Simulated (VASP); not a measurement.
# Ir in VASP: notebook

Runs on Ir. Level: r2SCAN. Tasks: single point.

Everything below comes from runs of VASP 6.6.1. Logs are shortened: lines on timing, memory, paths and dates and some standing lists are left out, and cuts for length are marked.

### 1 The cell of the first run

It takes space group Fm-3m (No. 225, cubic). The conventional cell has a = 4.031 Å, b = 4.031 Å, c = 4.031 Å, α = 90.00°, β = 90.00°, γ = 90.00°. Ir (site symmetry m-3m) has 12 Ir at 2.85 Å within 3.8 Å.

### 2 Single point, r2SCAN (strain +0.050 along x and y, +0.050 along z)

File POSCAR:

```
Ir
1.0
    0.0000000000      2.0156850000      2.0156850000
    2.0156850000      0.0000000000      2.0156850000
    2.0156850000      2.0156850000      0.0000000000
Ir
1
Direct
    0.0000000000      0.0000000000      0.0000000000
```

File INCAR.step1:

```
SYSTEM = Ir
PREC     = Accurate       ! precision mode
ENCUT    = 520            ! plane-wave cutoff, eV
ISMEAR   = 0              ! smearing method
SIGMA    = 0.15           ! smearing width, eV
LREAL    = .FALSE.        ! projectors in reciprocal space
LASPH    = .TRUE.         ! aspherical terms in the spheres
NELM     = 100            ! most SCF steps
NBANDS   = 10             ! bands
GGA      = PE             ! functional
ALGO     = Normal         ! electronic algorithm
EDIFF    = 1E-4           ! SCF threshold, eV
LWAVE    = .TRUE.         ! write WAVECAR
LCHARG   = .FALSE.        ! write CHGCAR
```

File INCAR.step2:

```
SYSTEM = Ir
PREC     = Accurate       ! precision mode
ENCUT    = 520            ! plane-wave cutoff, eV
EDIFF    = 1E-6           ! SCF threshold, eV
ISMEAR   = 0              ! smearing method
SIGMA    = 0.15           ! smearing width, eV
LREAL    = .FALSE.        ! projectors in reciprocal space
LASPH    = .TRUE.         ! aspherical terms in the spheres
NELM     = 100            ! most SCF steps
ALGO     = Normal         ! electronic algorithm
ISIF     = 2              ! what is computed and relaxed
LWAVE    = .FALSE.        ! write WAVECAR
LCHARG   = .FALSE.        ! write CHGCAR
METAGGA  = R2SCAN         ! meta-GGA
LMIXTAU  = .TRUE.       
NBANDS   = 10             ! bands
ISTART   = 1
```

File KPOINTS:

```
regular mesh
0
G
  22 22 22
  0 0 0
```

Potentials or basis: VASP PAW PBE potentials, release 64 (Ir).

Command:

```console
cat potpaw_PBE.64/Ir/POTCAR > POTCAR
cp INCAR.step1 INCAR
mpirun -np 1 vasp_std > vasp.out
cp INCAR.step2 INCAR
mpirun -np 1 vasp_std > vasp.out
```

OUTCAR:

```text
SYSTEM = Ir
   PREC = Accurate
   ENCUT = 520
   EDIFF = 1E-6
   ISMEAR = 0
   LREAL = .FALSE.
   LASPH = .TRUE.
   NELM = 100
   ISIF = 2
   METAGGA = R2SCAN
   ISTART = 1

 ion  position               nearest neighbor table
   1  0.000  0.000  0.000-

  LATTYP: Found a face centered cubic cell.
 ALAT       =     4.0313700000

  Lattice vectors:

 A1 = (   0.0000000000,   2.0156850000,   2.0156850000)
 A2 = (   2.0156850000,   0.0000000000,   2.0156850000)
 A3 = (   2.0156850000,   2.0156850000,   0.0000000000)

Analysis of symmetry for initial positions (statically):
=====================================================================
 Subroutine PRICEL returns:
 Original cell was already a primitive cell.

 Routine SETGRP: Setting up the symmetry group for a
 face centered cubic supercell.

 Subroutine GETGRP returns: Found 48 space group operations
 (whereof 48 operations were pure point group operations)
 out of a pool of 48 trial point group operations.

The static configuration has the point symmetry O_h .

Analysis of symmetry for dynamics (positions and initial velocities):
=====================================================================
 Subroutine PRICEL returns:
 Original cell was already a primitive cell.

 Routine SETGRP: Setting up the symmetry group for a
 face centered cubic supercell.

 Subroutine GETGRP returns: Found 48 space group operations
 (whereof 48 operations were pure point group operations)
 out of a pool of 48 trial point group operations.

The dynamic configuration has the point symmetry O_h .

 Subroutine INISYM returns: Found 48 space group operations
 (whereof 48 operations are pure point group operations),
 and found     1 'primitive' translations

----------------------------------------------------------------------------------------

                                     Primitive cell

  volume of cell :      16.3794

  direct lattice vectors                    reciprocal lattice vectors
     0.000000000  2.015685000  2.015685000    -0.248054632  0.248054632  0.248054632
     2.015685000  0.000000000  2.015685000     0.248054632 -0.248054632  0.248054632
     2.015685000  2.015685000  0.000000000     0.248054632  0.248054632 -0.248054632

  length of vectors
     2.850609064  2.850609064  2.850609064     0.429643225  0.429643225  0.429643225

  position of ions in fractional coordinates (direct lattice)
     0.000000000  0.000000000  0.000000000

  ion indices of the primitive-cell ions
   primitive index   ion index
                 1           1

----------------------------------------------------------------------------------------

 KPOINTS: regular mesh

Automatic generation of k-mesh.
 Grid dimensions read from file:
 generate k-points for:   22   22   22

 Generating k-lattice:

  Cartesian coordinates                     Fractional coordinates (reciprocal lattice)
    -0.011275211  0.011275211  0.011275211     0.045454545  0.000000000  0.000000000
     0.011275211 -0.011275211  0.011275211     0.000000000  0.045454545  0.000000000
     0.011275211  0.011275211 -0.011275211     0.000000000  0.000000000  0.045454545

  Length of vectors
     0.019529237  0.019529237  0.019529237

  Shift w.r.t. Gamma in fractional coordinates (k-lattice)
     0.000000000  0.000000000  0.000000000

 Subroutine IBZKPT returns following result:
 ===========================================

 Found    328 irreducible k-points:

 Following reciprocal coordinates:
            Coordinates               Weight
  0.000000  0.000000  0.000000      1.000000
  0.045455  0.000000  0.000000      8.000000
  0.090909  0.000000  0.000000      8.000000
  0.136364  0.000000  0.000000      8.000000
  0.181818  0.000000  0.000000      8.000000
  0.227273  0.000000  0.000000      8.000000
[... 16 lines left out ...]
  0.500000  0.045455  0.000000     24.000000
 -0.454545  0.045455  0.000000     24.000000
 [... further k-points ...]
   k-points           NKPTS =    328   k-points in BZ     NKDIM =    328   number of bands    NBANDS=     10
   number of dos      NEDOS =    301   number of ions     NIONS =      1
   total plane-waves  NPLWV =  13824
   dimension x,y,z NGX =    24 NGY =   24 NGZ =   24
   dimension x,y,z NGXF=    48 NGYF=   48 NGZF=   48
   ions per type =               1
   NGX,Y,Z   is equivalent  to a cutoff of  14.00, 14.00, 14.00 a.u.
   NGXF,Y,Z  is equivalent  to a cutoff of  27.99, 27.99, 27.99 a.u.
 SYSTEM =  Ir
   PREC   = accura    normal or accurate (medium, high low for compatibility)
   ISTART =      1    job   : 0-new  1-cont  2-samecut
   ICHARG =      0    charge: 1-file 2-atom 10-const
   ISPIN  =      1    spin polarized calculation?
   LNONCOLLINEAR =      F non collinear calculations
   LSORBIT =      F    spin-orbit coupling
   LASPH  =      T    aspherical Exc in radial PAW
   ENCUT  =  520.0 eV  38.22 Ry    6.18 a.u.   5.30  5.30  5.30*2*pi/ulx,y,z
   NELM   =    100;   NELMIN=  2; NELMDL=  0     # of ELM steps
   EDIFF  = 0.1E-05   stopping-criterion for ELM
   LREAL  =      F    real-space projection
   EDIFFG = 0.1E-04   stopping-criterion for IOM
   NSW    =      0    number of steps for IOM
   IBRION =     -1    ionic relax: 0-MD 1-quasi-New 2-CG
   NFREE  =      0    steps in history (QN), initial steepest desc. (CG)
   ISIF   =      2    stress and relaxation
   ISYM   =      2    0-nonsym 1-usesym 2-fastsym
   POTIM  = 0.5000    time-step for ionic-motion
   TEBEG  =    0.0;   TEEND  =   0.0 temperature during run
   PSTRESS=    0.0 pullay stress
   NELECT =       9.0000    total number of electrons
   NUPDOWN=      -1.0000    fix difference up-down
   EMIN   =  10.00;   EMAX   =-10.00  energy-range for DOS
   EFERMI =   0.00;   METHOD = LEGACY
   ISMEAR =     0;   SIGMA  =   0.15  broadening in eV -4-tet -1-fermi 0-gaus
   EFERMI_NEDOS =   21; number of points for ismear=-14 and -15
   IALGO  =     38    algorithm
   IMIX   =      4    mixing-type and parameters
     AMIX     =   0.40;   BMIX     =  1.00
     AMIX_MAG =   1.60;   BMIX_MAG =  1.00
  volume/ion in A,a.u.               =      16.38       110.53
  Fermi-wavevector in a.u.,A,eV,Ry     =   1.340879  2.533894 24.462692  1.797957
  Thomas-Fermi vector in A             =   2.469157
   LORBIT       =      0    0 simple, 1 ext, 2 COOP (PROOUT), +10 PAW based schemes
   METAGGA = R2SCAN    functional components
   LHFCALC =     F    Hartree Fock is set to
   AEXX    =    0.0000 exact exchange contribution
   IVDW    =     0    specifies the selected vdW correction
   LEPSILON=     F    determine dielectric tensor
   LRPA    =     F    only Hartree local field effects (RPA)
 non-spin polarized calculation
 Gauss-broadening in eV      SIGMA  =   0.15
  energy-cutoff  :      520.00
  volume of cell :       16.38
 maximum number of plane-waves:       459
 NGX is ok and might be reduce to    24
   NGX = 11   NGY = 11   NGZ = 11

 number of electron       9.0000001 magnetization

 Free energy of the ion-electron system (eV)
  ---------------------------------------------------
  ext. energy  EPLUGINS =         0.00000000
  ---------------------------------------------------
  free energy    TOTEN  =       -52.10003398 eV

  energy without entropy =      -52.08535896  energy(sigma->0) =      -52.09269647

 E-fermi :   7.7816     XC(G=0): -14.3245

 val. band max:        7.7810927864   @ k =   0.3182   0.2727   0.0455
 cond. band min:       7.7878846777   @ k =  -0.1364   0.1818   0.0455
 fundamental gap:      0.0067918913
 Fermi energy:         7.7815563064

 k-point     1 :       0.0000    0.0000    0.0000
  band No.  band energies     occupation
      1      -2.1632      2.00000
      2       4.6218      2.00000
      3       4.6218      2.00000
      4       4.6218      2.00000
      5       6.7426      2.00000
      6       6.7426      2.00000
      7      23.1220      0.00000
      8      28.0996      0.00000
      9      28.0996      0.00000
     10      28.0996      0.00000

 k-point     2 :       0.0455    0.0000    0.0000
  band No.  band energies     occupation
      1      -2.0802      2.00000
      2       4.5814      2.00000
      3       4.6562      2.00000
      4       4.6562      2.00000
      5       6.7229      2.00000
      6       6.7229      2.00000
      7      23.2511      0.00000
      8      27.6096      0.00000
      9      28.2211      0.00000
     10      28.2211      0.00000

 k-point     3 :       0.0909    0.0000    0.0000
  band No.  band energies     occupation
      1      -1.8359      2.00000
      2       4.4710      2.00000
      3       4.7506      2.00000
      4       4.7506      2.00000
      5       6.6751      2.00000
      6       6.6751      2.00000
      7      23.6128      0.00000
      8      26.5098      0.00000
      9      28.5759      0.00000
     10      28.5759      0.00000

 k-point     4 :       0.1364    0.0000    0.0000
  band No.  band energies     occupation
      1      -1.4458      2.00000
      2       4.3228      2.00000
      3       4.8755      2.00000
      4       4.8755      2.00000
      5       6.6350      2.00000
      6       6.6350      2.00000
      7      24.1158      0.00000
      8      25.2080      0.00000
      9      29.1341      0.00000
     10      29.1341      0.00000
[... 222 lines left out ...]
 k-point    22 :       0.4545    0.0455    0.0000
  band No.  band energies     occupation
      1       0.9384      2.00000
      2       4.4825      2.00000
      3       4.6127      2.00000
      4       6.5780      2.00000
      5       8.4534      0.00000
      6       8.6438      0.00000
      7      14.8842      0.00000
      8      23.0161      0.00000
      9      27.2356      0.00000
     10      27.5888      0.00000

 k-point    23 :       0.5000    0.0455    0.0000
  band No.  band energies     occupation
      1       0.9458      2.00000
      2       4.4492      2.00000
      3       4.5664      2.00000
      4       7.0328      2.00000
      5       8.5097      0.00000
      6       8.9815      0.00000
      7      14.0869      0.00000
      8      22.8710      0.00000
      9      27.0880      0.00000
     10      27.1425      0.00000

 k-point    24 :      -0.4545    0.0455    0.0000
  band No.  band energies     occupation
      1       0.9453      2.00000
      2       4.4654      2.00000
      3       4.5660      2.00000
      4       6.9577      2.00000
      5       8.4032      0.00000
      6       8.9760      0.00000
      7      14.2630      0.00000
      8      22.8998      0.00000
      9      26.9420      0.00000
     10      27.4193      0.00000

 [... further k-points ...]

------------------------ aborting loop because EDIFF is reached ----------------------------------------

  FORCE on cell =-STRESS in cart. coord.  units (eV):
  Direction    XX          YY          ZZ          XY          YZ          ZX
  --------------------------------------------------------------------------------------
  -------------------------------------------------------------------------------------
  Total       -3.6748420     -3.6748420     -3.6748420      0.0000000      0.0000000      0.0000000
  in kB     -359.4605796   -359.4605796   -359.4605796      0.0000000      0.0000000      0.0000000
  external PRESSURE =    -359.4605796 kB  Pullay stress =       0.0000000 kB

 VOLUME and BASIS-vectors are now :
 -----------------------------------------------------------------------------
  energy-cutoff  :      520.00
  volume of cell :       16.38
      direct lattice vectors                 reciprocal lattice vectors
     0.000000000  2.015685000  2.015685000    -0.248054632  0.248054632  0.248054632
     2.015685000  0.000000000  2.015685000     0.248054632 -0.248054632  0.248054632
     2.015685000  2.015685000  0.000000000     0.248054632  0.248054632 -0.248054632

 POSITION                                       TOTAL-FORCE (eV/Angst)
 -----------------------------------------------------------------------------------
      0.00000      0.00000      0.00000         0.000000      0.000000      0.000000
 -----------------------------------------------------------------------------------
    total drift:                               -0.000000     -0.000000     -0.000000

  FREE ENERGIE OF THE ION-ELECTRON SYSTEM (eV)
  ---------------------------------------------------
  free  energy   TOTEN  =       -52.1000339799 eV

  energy  without entropy=      -52.0853589616  energy(sigma->0) =      -52.09269647
```

Run time: 2.8 min. Hardware: 1 thread of AMD EPYC 9R45 (Zen 5), shared host; peak memory 0.16 GiB.

Results:

```
Free energy            : -52.1000 eV
Pressure               : -35.9 GPa
Band gap on the k mesh : zero (an odd number of electrons rules out a gap without spin polarisation)
```

Caveat: the cell differs from its parent crystal (strain +0.050 along x and y, +0.050 along z); the cell stands under tension; the PAW data sets were made with another functional, which shifts forces and pressure a little; spin-orbit coupling is left out, which moves the levels of the heavy elements.

### 3 Single point, r2SCAN (strain -0.050 along x and y, -0.025 along z)

File POSCAR:

```
Ir
1.0
    0.0000000000      1.8237150000      1.8717075000
    1.8237150000      0.0000000000      1.8717075000
    1.8237150000      1.8237150000      0.0000000000
Ir
1
Direct
    0.0000000000      0.0000000000      0.0000000000
```

File INCAR.step1:

```
SYSTEM = Ir
ALGO = Normal
EDIFF = 1E-4
ENCUT = 520
GGA = PE
ISMEAR = 0
LASPH = .True.
LCHARG = .False.
LREAL = .False.
LWAVE = .True.
NBANDS = 10
NELM = 80
PREC = Accurate
SIGMA = 0.15
```

File INCAR.step2:

```
SYSTEM = Ir
ALGO = Normal
EDIFF = 1E-6
ENCUT = 520
ISIF = 2
ISMEAR = 0
ISTART = 1
LASPH = .True.
LCHARG = .True.
LELF = .True.
LMIXTAU = .True.
LREAL = .False.
LVHAR = .True.
LWAVE = .False.
METAGGA = R2SCAN
NBANDS = 10
NELM = 80
PREC = Accurate
SIGMA = 0.15
```

File KPOINTS:

```
k-points
0
Gamma
  22 22 22
  0 0 0
```

Potentials or basis: VASP PAW PBE potentials, release 64 (Ir).

Command:

```console
cat potpaw_PBE.64/Ir/POTCAR > POTCAR
cp INCAR.step1 INCAR
mpirun -np 1 vasp_std > vasp.out
cp INCAR.step2 INCAR
mpirun -np 1 vasp_std > vasp.out
```

Wall time 4.1 min (1 thread of AMD EPYC 9R45 (Zen 5), shared host); peak memory 0.19 GiB.

Results (log left out):

- Free energy: -51.9849 eV
- Pressure: 74.6 GPa
- Band gap on the k mesh: zero (an odd number of electrons rules out a gap without spin polarisation)

Stress tensor (GPa, compression positive):
```
79.34  0.00  0.00
 0.00 79.34  0.00
 0.00  0.00 65.02
```

Levels at points of the mesh, in eV from the Fermi level:
| k point | band 2 | band 3 | band 4 | band 5 | band 6 | band 7 |
| --- | --- | --- | --- | --- | --- | --- |
| (0.00, 0.00, 0.00) | -5.12 | -4.70 | -4.70 | -1.80 | -1.22 | 14.78 |
| (0.50, 0.00, 0.00) | -5.26 | -4.82 | -0.98 | 1.10 | 1.33 | 9.18 |
| (0.50, 0.50, 0.00) | -9.17 | 1.17 | 1.46 | 1.97 | 1.97 | 12.53 |
| (0.50, 0.00, 0.50) | -9.20 | 1.10 | 1.79 | 2.10 | 2.23 | 12.64 |

Caveat: the cell differs from its parent crystal (strain -0.050 along x and y, -0.025 along z); the cell stands under pressure; the PAW data sets were made with another functional, which shifts forces and pressure a little; spin-orbit coupling is left out, which moves the levels of the heavy elements.
